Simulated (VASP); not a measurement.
Input of a VASP 6.6.1 run:

The input INCAR:

```
SYSTEM = Na2C
  PREC = Accurate
  ENCUT = 600
  EDIFF = 1E-6
  ISMEAR = 0
  SIGMA = 0.1
  LREAL = .FALSE.
  LASPH = .TRUE.
  NELM = 100
  ALGO = Normal
  ISIF = 3
  LWAVE = .FALSE.
  LCHARG = .FALSE.
  GGA = PE
  IVDW = 12
  IBRION = 2
  NSW = 100
  EDIFFG = -0.01
```

Contents of KPOINTS:

```
Automatic mesh
0
G
  10 10 18
  0 0 0
```

File POSCAR:

```
Na2C
1.0
    4.4096575004      0.0000000000      0.0000000000
    0.0000000000      4.4096575004      0.0000000000
    0.0000000000      0.0000000000      2.6927200279
Na C
2 1
Direct
    0.5000000000      0.0000000000      0.5001346537
    0.0000000000      0.5000000000      0.4998653463
    0.0000000000      0.0000000000      0.0000000000
```

Potentials or basis: VASP PAW PBE potentials, release 64 (Na_pv, C).

Run with:

```sh
$ cat potpaw_PBE.64/Na_pv/POTCAR potpaw_PBE.64/C/POTCAR > POTCAR
$ mpirun -np 1 vasp_std > vasp.out
```

(1) Predict the relaxed volume.

(2) Estimate the relaxed cell.

## Answers

(1) 17.67 Å³/atom.

(2) a = 4.387 Å, b = 4.387 Å, c = 2.754 Å, α = 90.00°, β = 90.00°, γ = 90.00°.

Caveat: pairwise dispersion overbinds metals, which lowers pressure and volume.
